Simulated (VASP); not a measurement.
## Sb: relaxation of cell and atoms with r2SCAN

Sb:

```xyz
8
Lattice="6.0677 0.0000 0.0000 0.0000 6.0677 0.0000 0.0000 0.0000 6.0677" Properties=species:S:1:pos:R:3 pbc="T T T"
Sb    3.0339    3.0339    3.0339
Sb    0.0000    0.0000    0.0000
Sb    1.5169    0.0000    3.0339
Sb    3.0339    1.5169    0.0000
Sb    3.0339    4.5508    0.0000
Sb    4.5508    0.0000    3.0339
Sb    0.0000    3.0339    4.5508
Sb    0.0000    3.0339    1.5169
```

```
Program                : VASP 6.6.1
Task                   : relaxation of cell and atoms
Functional             : r2SCAN
Potentials or basis    : VASP PAW PBE potentials, release 64 (Sb)
Cutoff                 : 600 eV
k mesh                 : 6 × 6 × 6
Occupations            : gaussian, width 0.1 eV
Spin                   : no spin polarisation
Dipole correction      : no
Further INCAR settings : ALGO = Normal; EDIFF = 1e-07; IBRION = 2; EDIFFG = -0.01; NSW = 100; ISIF = 3
```

- Relaxed volume: 27.62 Å³/atom
- Relaxed cell: a = 6.046 Å, b = 6.046 Å, c = 6.046 Å, α = 90.00°, β = 90.00°, γ = 90.00°
- Space group after relaxing (to 0.1 Å): Pm-3n (No. 223)
- Energy gained by relaxing: 0.6 meV/atom
- Ionic steps: 3
- Pressure after relaxing: 0.0 GPa
- Band gap on the k mesh: zero (bands 20 and 21 overlap by 0.57 eV)

Step by step:
| step | energy change (eV) | largest force (eV/Å) | pressure (GPa) | volume (Å³) |
| --- | --- | --- | --- | --- |
| 1 | 0.0000 | 0.0000 | -0.62 | 223.40 |
| 2 | -0.0037 | 0.0000 | 0.30 | 219.92 |
| 3 | -0.0047 | 0.0000 | 0.01 | 221.00 |

Final structure:
```yaml
crystal:
  lattice:
    - [6.04590, 0.00000, 0.00000]
    - [0.00000, 6.04590, 0.00000]
    - [0.00000, 0.00000, 6.04590]
  atoms:
    - { symbol: Sb, position: [0.50000, 0.50000, 0.50000] }
    - { symbol: Sb, position: [0.00000, 0.00000, 0.00000] }
    - { symbol: Sb, position: [0.25000, 0.00000, 0.50000] }
    - { symbol: Sb, position: [0.50000, 0.25000, 0.00000] }
    - { symbol: Sb, position: [0.50000, 0.75000, 0.00000] }
    - { symbol: Sb, position: [0.75000, 0.00000, 0.50000] }
    - { symbol: Sb, position: [0.00000, 0.50000, 0.75000] }
    - { symbol: Sb, position: [0.00000, 0.50000, 0.25000] }
```

Levels at points of the mesh, in eV from the Fermi level:
```
           k point  band 17  band 18  band 19  band 20  band 21  band 22  band 23  band 24
(0.00, 0.00, 0.00)    -2.39    -1.73    -1.73    -1.73     0.77     0.77     0.77     1.30
(0.50, 0.00, 0.00)    -1.38    -1.38    -0.79    -0.79     0.28     0.28     1.19     1.19
(0.50, 0.50, 0.00)    -1.34    -1.34    -0.61    -0.30     0.48     0.51     1.25     1.25
(0.50, 0.50, 0.50)     0.02     0.02     0.02     0.02     0.02     0.02     0.06     0.06
```

It took 22 min on 1 thread of Oxide Virtual Turin-like Processor (shared host), peak memory 0.39 GiB.

Caveat: the highest band is partly filled, so the run has too few bands; the PAW data sets were made with another functional, which shifts forces and pressure a little; spin-orbit coupling is left out, which moves the levels of the heavy elements.
